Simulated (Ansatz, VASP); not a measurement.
# Si4Ru: VASP beside Ansatz

```xyz
5
Lattice="4.4283 0.0000 0.0000 0.0000 4.4283 0.0000 0.0000 0.0000 4.4283" Properties=species:S:1:pos:R:3 pbc="T T T"
Si    1.3164    3.1118    3.1118
Si    3.1118    1.3164    3.1118
Si    3.1118    3.1118    1.3164
Si    1.3164    1.3164    1.3164
Ru    0.0000    0.0000    0.0000
```

Change from the starting cell: species swapped into the SnI4 type (P-43m, No. 215).

Alike in both runs: functional PBE; k mesh 4 × 4 × 4; occupations gaussian, width 0.1 eV; no spin polarisation.

Ansatz relaxed the structure, and its values are those at the end. VASP's run is a single point on that final structure, the one shown.

|  | VASP | Ansatz |
| --- | --- | --- |
| version | VASP 6.6.1 | Ansatz 0.2.0 |
| potentials or method | VASP PAW PBE potentials, release 64 (Si, Ru_pv), cutoff 520 eV | scalar-relativistic, plane waves, PAW |
| valence electrons in the cell | 30 | 32 |

Ansatz gave:

* gap on the k mesh at the Fermi level (eV): none
* pressure (GPa): -0.1
* rms of the force components (eV/Å): 0.010

**Question.** Estimate VASP's values.

**Answer.** gap on the k mesh at the Fermi level (eV): none; pressure (GPa): -0.1; rms of the force components (eV/Å): 0.003.

A gap of «none» marks a metal or a gap that the smearing closes. VASP's potentials hold 30 valence electrons a cell and Ansatz's 32, so a difference there can come from the potentials and not from the codes.
